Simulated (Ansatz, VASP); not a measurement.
# Two plane-wave programs on Ta

File INCAR:

```
SYSTEM = Ta
PREC = Accurate
ENCUT = 520
EDIFF = 1E-6
ISMEAR = -1
SIGMA = 0.08
LREAL = .False.
LASPH = .True.
NELM = 60
ALGO = Normal
ISIF = 2
LWAVE = .False.
LCHARG = .False.
GGA = CA
NBANDS = 36
```

The input KPOINTS:

```
Automatic mesh
0
Gamma
  15 15 1
  0 0 0
```

POSCAR

```
Ta
1.0
    2.8173712975      0.0000000000      0.0000000000
   -0.9391237658      2.6562431328      0.0000000000
    0.0000000000      0.0000000000     25.2015000000
Ta
5
Direct
    0.0000000000      0.0000000000      0.3213221709
    0.5000000000      0.5000000000      0.4088760544
    0.0000000000      0.0000000000      0.4999999999
    0.5000000000      0.5000000000      0.5911239455
    0.0000000000      0.0000000000      0.6786778293
```

Input for Ansatz:

```yaml
crystal:
  lattice:
    - [2.8173712975, 0.0, 0.0]
    - [-0.9391237658, 2.6562431328, 0.0]
    - [0.0, 0.0, 25.2015]
  atoms:
    - { symbol: Ta, position: [0.0, 0.0, 0.3213221709] }
    - { symbol: Ta, position: [0.5, 0.5, 0.4088760544] }
    - { symbol: Ta, position: [0.0, 0.0, 0.4999999999] }
    - { symbol: Ta, position: [0.5, 0.5, 0.5911239455] }
    - { symbol: Ta, position: [0.0, 0.0, 0.6786778293] }
kpoints:
  mp_grid: { grid: [15, 15, 1] }
scf:
  occupations: { method: fermi_dirac, width: 0.08 }
hamiltonian:
  xc: lda
  pseudopotentials: { kind: paw }
output:
  forces: true
  stress: true
  eigenvalues: true
  core_levels:
    shells: { Ta: ["4f"] }
    counted_from: fermi_level
    add_spin: false
```

Alike in both runs: task single point; functional LDA; k mesh 15 × 15 × 1; occupations fermi-dirac, width 0.08 eV; no spin polarisation.

|  | VASP | Ansatz |
| --- | --- | --- |
| version | VASP 6.6.1 | Ansatz 0.2.0 |
| potentials or method | VASP PAW LDA potentials, release 64 (Ta_pv) | PAW with Ansatz's default frozen-core files, scalar-relativistic |
| plane-wave cutoff (eV) | 520 | 420 |
| valence electrons in the cell | 55 | 65 |

```tsv
	VASP	Ansatz	Ansatz less VASP
rms of the force components (eV/Å)	0.017	0.000	-0.0172
```

LDA's correlation is that of Perdew and Zunger in VASP and of Perdew and Wang (1992) in Ansatz. Atom by atom the forces differ by 0.017 eV/Å (rms over components). VASP's potentials hold 55 valence electrons a cell and Ansatz's 65, so a difference there can come from the potentials and not from the codes.

Spin-orbit coupling is off throughout.
